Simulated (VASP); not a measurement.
A run of VASP 6.6.1 is set up as follows.

Contents of INCAR:

```
ALGO = Normal
EDIFF = 1E-6
ENCUT = 600
GGA = PE
GGA_COMPAT = F
ISIF = 2
ISMEAR = 0
ISPIN = 2
ISYM = 0
LASPH = T
LCHARG = F
LORBIT = 11
LREAL = F
LWAVE = F
MAGMOM = -5
NBANDS = 11
NELECT = 2.5
NELM = 200
PREC = Accurate
SIGMA = 0.1
```

File KPOINTS:

```
Automatic mesh
0
Gamma
  2 2 2
  0.5 0.5 0
```

Contents of POSCAR:

```
Mg
1.0
   -1.8359916300      1.8359916300      1.6794040200
    1.8359916300     -1.8359916300      1.6794040200
    1.8359916300      1.8359916300     -1.6794040200
Mg
1
Direct
    0.0000000000      0.0000000000      0.0000000000
```

Potentials or basis: VASP PAW PBE potentials, release 64 (Mg).

Run with:

```bash
$ cat potpaw_PBE.64/Mg/POTCAR > POTCAR
$ mpirun -np 1 vasp_std > vasp.out
```

(1) What does it give for the net moment?

## Answers

(1) 0.00 μB per cell.

Caveat: the k points lie up to 1.27 Å⁻¹ apart.
